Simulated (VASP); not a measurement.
Here is a VASP 6.6.1 calculation.

Contents of INCAR:

```
SYSTEM = Ge4IrW
PREC = Accurate ; ENCUT = 600
EDIFF = 1E-7 ; ISMEAR = 0
SIGMA = 0.1 ; LREAL = .FALSE.
LASPH = .TRUE. ; NELM = 80
ALGO = Normal ; ISIF = 3
LWAVE = .FALSE. ; LCHARG = .FALSE.
GGA = PE ; IBRION = 2
NSW = 90 ; EDIFFG = -0.04
```

Contents of KPOINTS:

```
Automatic mesh
0
G
  6 6 2
  0 0 0
```

Contents of POSCAR:

```
Ge4IrW
1.0
    3.6540607400      0.0000000000      0.0000000000
   -1.8270303700      3.1645094300      0.0000000000
    0.0000000000      0.0000000000      7.9412215600
Ge Ir W
4 1 1
Direct
    0.3333333300      0.6666666700      0.7444408500
    0.3333333300      0.6666666700      0.2555591500
    0.6666666700      0.3333333300      0.7444408500
    0.6666666700      0.3333333300      0.2555591500
    0.0000000000      0.0000000000      0.5000000000
    0.0000000000      0.0000000000      0.0000000000
```

Potentials or basis: VASP PAW PBE potentials, release 64 (Ge_d, Ir, W_sv).

Launch:

```bash
$ cat potpaw_PBE.64/Ge_d/POTCAR potpaw_PBE.64/Ir/POTCAR potpaw_PBE.64/W_sv/POTCAR > POTCAR
$ mpirun -np 1 vasp_std > vasp.out
```

**Question.** Estimate the relaxed volume.

**Answer.** 16.60 Å³/atom.

**Question.** What does it give for the relaxed cell?

**Answer.** a = 4.722 Å, b = 4.722 Å, c = 5.160 Å, α = 90.00°, β = 90.00°, γ = 120.00°.

Final structure:
```xyz
6
Lattice="4.7215 0.0000 0.0000 -2.3608 4.0889 0.0000 0.0000 0.0000 5.1596" Properties=species:S:1:pos:R:3 pbc="T T T"
Ge    0.0000    2.7260    3.8738
Ge    0.0000    2.7260    1.2858
Ge    2.3608    1.3630    3.8738
Ge    2.3608    1.3630    1.2858
Ir   -2.3608    4.0889    2.5798
W    -2.3608    4.0889    0.0000
```

Caveat: the k points lie up to 0.61 Å⁻¹ apart in the final cell, too coarse for converged energies and pressures of a metal; a cell axis changed by over 15 % at a fixed basis, so the end point is rough.
